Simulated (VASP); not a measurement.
# MgS (P6_3/mmc) in VASP: notebook, part 2 of 3

VASP 6.6.1. The steps go on from the part before.

## 3. Single point, PBE

This run uses another cell than the first one: it holds 12 atoms, not 8.

Contents of INCAR:

```
SYSTEM = MgS
ALGO = Normal ; EDIFF = 1E-7
ENCUT = 520 ; GGA = PE
ISIF = 2 ; ISMEAR = 0
LASPH = .True. ; LCHARG = .True.
LELF = .True. ; LREAL = .False.
LVHAR = .True. ; LWAVE = .False.
NBANDS = 36 ; NELM = 80
PREC = Accurate ; SIGMA = 0.02
```

Contents of KPOINTS:

```
k-points
0
Gamma
  9 9 2
  0 0 0
```

Contents of POSCAR:

```
MgS
1.0
    3.6721636701      0.0000000000      0.0000000000
   -1.8360818351      3.1801870251      0.0000000000
    0.0000000000      0.0000000000     18.6343216862
Mg S
6 6
Direct
    0.0000000000      0.0000000000      0.0000000000
    0.3333333333      0.6666666667      0.1687343977
    0.6666666667      0.3333333333      0.3312656023
    0.0000000000      0.0000000000      0.5000000000
    0.6666666667      0.3333333333      0.6687343977
    0.3333333333      0.6666666667      0.8312656023
    0.6666666667      0.3333333333      0.0871837399
    0.0000000000      0.0000000000      0.2500000000
    0.3333333333      0.6666666667      0.4128162601
    0.3333333333      0.6666666667      0.5871837399
    0.0000000000      0.0000000000      0.7500000000
    0.6666666667      0.3333333333      0.9128162601
```

Potentials or basis: VASP PAW PBE potentials, release 64 (Mg, S).

Launch:

```bash
> cat potpaw_PBE.64/Mg/POTCAR potpaw_PBE.64/S/POTCAR > POTCAR
> mpirun -np 1 vasp_std > vasp.out
```

OUTCAR:

```text
SYSTEM = MgS
   EDIFF = 1E-7
   ENCUT = 520
   GGA = PE
   ISIF = 2
   ISMEAR = 0
   LASPH = .True.
   LREAL = .False.
   NELM = 80
   PREC = Accurate

 ion  position               nearest neighbor table
   1  0.000  0.000  0.000-   7 2.67  12 2.67   7 2.67  12 2.67   7 2.67  12 2.67
   2  0.333  0.667  0.169-   8 2.61   8 2.61   8 2.61   7 2.61   7 2.61   7 2.61
   3  0.667  0.333  0.331-   8 2.61   8 2.61   8 2.61   9 2.61   9 2.61   9 2.61
   4  0.000  0.000  0.500-   9 2.67  10 2.67   9 2.67  10 2.67   9 2.67  10 2.67
   5  0.667  0.333  0.669-  11 2.61  11 2.61  11 2.61  10 2.61  10 2.61  10 2.61
   6  0.333  0.667  0.831-  11 2.61  11 2.61  11 2.61  12 2.61  12 2.61  12 2.61
   7  0.667  0.333  0.087-   2 2.61   2 2.61   2 2.61   1 2.67   1 2.67   1 2.67
   8  0.000  0.000  0.250-   2 2.61   3 2.61   2 2.61   3 2.61   3 2.61   2 2.61
   9  0.333  0.667  0.413-   3 2.61   3 2.61   3 2.61   4 2.67   4 2.67   4 2.67
  10  0.333  0.667  0.587-   5 2.61   5 2.61   5 2.61   4 2.67   4 2.67   4 2.67
  11  0.000  0.000  0.750-   5 2.61   6 2.61   6 2.61   5 2.61   5 2.61   6 2.61
  12  0.667  0.333  0.913-   6 2.61   6 2.61   6 2.61   1 2.67   1 2.67   1 2.67

  LATTYP: Found a hexagonal cell.
 ALAT       =     3.6721636701
 C/A-ratio  =     5.0744801595

  Lattice vectors:

 A1 = (   3.6721636701,   0.0000000000,   0.0000000000)
 A2 = (  -1.8360818351,   3.1801870251,   0.0000000000)
 A3 = (   0.0000000000,   0.0000000000,  18.6343216862)

Analysis of symmetry for initial positions (statically):
=====================================================================
 Subroutine PRICEL returns:
 Original cell was already a primitive cell.

 Routine SETGRP: Setting up the symmetry group for a
 hexagonal supercell.

 Subroutine GETGRP returns: Found 24 space group operations
 (whereof 12 operations were pure point group operations)
 out of a pool of 24 trial point group operations.

The static configuration has the point symmetry D_3h.
 The point group associated with its full space group is D_6h.

Analysis of symmetry for dynamics (positions and initial velocities):
=====================================================================
 Subroutine PRICEL returns:
 Original cell was already a primitive cell.

 Routine SETGRP: Setting up the symmetry group for a
 hexagonal supercell.

 Subroutine GETGRP returns: Found 24 space group operations
 (whereof 12 operations were pure point group operations)
 out of a pool of 24 trial point group operations.

The dynamic configuration has the point symmetry D_3h.
 The point group associated with its full space group is D_6h.

 Subroutine INISYM returns: Found 24 space group operations
 (whereof 12 operations are pure point group operations),
 and found     1 'primitive' translations

----------------------------------------------------------------------------------------

                                     Primitive cell

  volume of cell :     217.6147

  direct lattice vectors                    reciprocal lattice vectors
     3.672163670  0.000000000  0.000000000     0.272319017  0.157223458  0.000000000
    -1.836081835  3.180187025  0.000000000     0.000000000  0.314446915  0.000000000
     0.000000000  0.000000000 18.634321686     0.000000000  0.000000000  0.053664416

  length of vectors
     3.672163670  3.672163670 18.634321686     0.314446915  0.314446915  0.053664416
[... 85 lines left out ...]
   dimension x,y,z NGX =    28 NGY =   28 NGZ =  140
   dimension x,y,z NGXF=    56 NGYF=   56 NGZF=  280
   ions per type =               6   6
   NGX,Y,Z   is equivalent  to a cutoff of  12.68, 12.68, 12.49 a.u.
   NGXF,Y,Z  is equivalent  to a cutoff of  25.35, 25.35, 24.98 a.u.
 SYSTEM =  MgS
   PREC   = accura    normal or accurate (medium, high low for compatibility)
   ISTART =      0    job   : 0-new  1-cont  2-samecut
   ICHARG =      2    charge: 1-file 2-atom 10-const
   ISPIN  =      1    spin polarized calculation?
   LNONCOLLINEAR =      F non collinear calculations
   LSORBIT =      F    spin-orbit coupling
   LASPH  =      T    aspherical Exc in radial PAW
   ENCUT  =  520.0 eV  38.22 Ry    6.18 a.u.   6.83  6.83 34.65*2*pi/ulx,y,z
   NELM   =     80;   NELMIN=  2; NELMDL= -5     # of ELM steps
   EDIFF  = 0.1E-06   stopping-criterion for ELM
   LREAL  =      F    real-space projection
   EDIFFG = 0.1E-05   stopping-criterion for IOM
   NSW    =      0    number of steps for IOM
   IBRION =     -1    ionic relax: 0-MD 1-quasi-New 2-CG
   NFREE  =      0    steps in history (QN), initial steepest desc. (CG)
   ISIF   =      2    stress and relaxation
   ISYM   =      2    0-nonsym 1-usesym 2-fastsym
   POTIM  = 0.5000    time-step for ionic-motion
   TEBEG  =    0.0;   TEEND  =   0.0 temperature during run
   PSTRESS=    0.0 pullay stress
   NELECT =      48.0000    total number of electrons
   NUPDOWN=      -1.0000    fix difference up-down
   EMIN   =  10.00;   EMAX   =-10.00  energy-range for DOS
   EFERMI =   0.00;   METHOD = LEGACY
   ISMEAR =     0;   SIGMA  =   0.02  broadening in eV -4-tet -1-fermi 0-gaus
   EFERMI_NEDOS =   21; number of points for ismear=-14 and -15
   IALGO  =     38    algorithm
   IMIX   =      4    mixing-type and parameters
     AMIX     =   0.40;   BMIX     =  1.00
     AMIX_MAG =   1.60;   BMIX_MAG =  1.00
  volume/ion in A,a.u.               =      18.13       122.38
  Fermi-wavevector in a.u.,A,eV,Ry     =   0.989143  1.869210 13.311997  0.978404
  Thomas-Fermi vector in A             =   2.120721
   LORBIT       =      0    0 simple, 1 ext, 2 COOP (PROOUT), +10 PAW based schemes
   GGA     = PE    functional components
   LHFCALC =     F    Hartree Fock is set to
   AEXX    =    0.0000 exact exchange contribution
   IVDW    =     0    specifies the selected vdW correction
   LEPSILON=     F    determine dielectric tensor
   LRPA    =     F    only Hartree local field effects (RPA)
 non-spin polarized calculation
 Gauss-broadening in eV      SIGMA  =   0.02
  energy-cutoff  :      520.00
  volume of cell :      217.61
 maximum number of plane-waves:      5888
 NGX is ok and might be reduce to    28

 number of electron      47.9999998 magnetization

 Free energy of the ion-electron system (eV)
  ---------------------------------------------------
  ext. energy  EPLUGINS =         0.00000000
  ---------------------------------------------------
  free energy    TOTEN  =       -50.08875954 eV

  energy without entropy =      -50.08875954  energy(sigma->0) =      -50.08875954

 E-fermi :   3.7838     XC(G=0):  -9.5573

 val. band max:        3.6879624509   @ k =   0.0000   0.0000   0.0000
 cond. band min:       6.1162030026   @ k =   0.4444   0.0000   0.0000
 fundamental gap:      2.4282405517
 Fermi energy:         3.7838404618

 k-point     1 :       0.0000    0.0000    0.0000
  band No.  band energies     occupation
      1      -9.0313      2.00000
      2      -8.8031      2.00000
      3      -8.7608      2.00000
      4      -8.1890      2.00000
      5      -8.1760      2.00000
      6      -7.8017      2.00000
[... 925 lines left out ...]
     35      11.0367      0.00000
     36      11.0367      0.00000

------------------------ aborting loop because EDIFF is reached ----------------------------------------

  FORCE on cell =-STRESS in cart. coord.  units (eV):
  Direction    XX          YY          ZZ          XY          YZ          ZX
  --------------------------------------------------------------------------------------
  -------------------------------------------------------------------------------------
  Total       -0.3810815     -0.3810815     -0.3955312      0.0000000     -0.0000000      0.0000000
  in kB       -2.8056928     -2.8056928     -2.9120784      0.0000000     -0.0000000      0.0000000
  external PRESSURE =      -2.8411547 kB  Pullay stress =       0.0000000 kB

 VOLUME and BASIS-vectors are now :
 -----------------------------------------------------------------------------
  energy-cutoff  :      520.00
  volume of cell :      217.61
      direct lattice vectors                 reciprocal lattice vectors
     3.672163670  0.000000000  0.000000000     0.272319017  0.157223458  0.000000000
    -1.836081835  3.180187025  0.000000000     0.000000000  0.314446915  0.000000000
     0.000000000  0.000000000 18.634321686     0.000000000  0.000000000  0.053664416

 POSITION                                       TOTAL-FORCE (eV/Angst)
 -----------------------------------------------------------------------------------
      0.00000      0.00000      0.00000         0.000000     -0.000000      0.000000
     -0.00000      2.12012      3.14425         0.000000     -0.000000      0.001469
      1.83608      1.06006      6.17291        -0.000000      0.000000     -0.001469
      0.00000      0.00000      9.31716        -0.000000     -0.000000      0.000000
      1.83608      1.06006     12.46141        -0.000000      0.000000      0.001469
     -0.00000      2.12012     15.49007         0.000000     -0.000000     -0.001469
      1.83608      1.06006      1.62461         0.000000      0.000000      0.000339
      0.00000      0.00000      4.65858         0.000000      0.000000     -0.000000
     -0.00000      2.12012      7.69255         0.000000     -0.000000     -0.000339
     -0.00000      2.12012     10.94177         0.000000     -0.000000      0.000339
      0.00000      0.00000     13.97574         0.000000     -0.000000      0.000000
      1.83608      1.06006     17.00971         0.000000     -0.000000     -0.000339
 -----------------------------------------------------------------------------------
    total drift:                                0.000000      0.000000      0.000000

  FREE ENERGIE OF THE ION-ELECTRON SYSTEM (eV)
  ---------------------------------------------------
  free  energy   TOTEN  =       -50.0887595429 eV

  energy  without entropy=      -50.0887595429  energy(sigma->0) =      -50.08875954
```

Run time: 2.1 min. Hardware: 1 thread of Intel Xeon 6975P-C (Granite Rapids), shared host; peak memory 0.4 GiB.

What came out:

| Property | Result |
| --- | --- |
| Free energy | -50.0888 eV |
| Pressure | -0.3 GPa |
| Band gap on the k mesh | 2.43 eV (least direct gap 2.82 eV) |

Levels at points of the mesh, in eV from the valence-band top:
```tsv
k point	band 20	band 21	band 22	band 23	band 24	band 25	band 26	band 27	band 28	band 29
(0.00, 0.00, 0.00)	-0.17	-0.13	-0.13	0.00	0.00	2.98	3.73	4.50	4.59	4.85
(0.00, 0.00, 0.50)	-0.36	-0.05	-0.05	-0.05	-0.05	3.35	3.35	4.56	4.56	5.03
```

Caveat: an odd mesh through Γ misses points on the zone boundary, where band edges can lie.

(Part 2 of 3 ends here.)
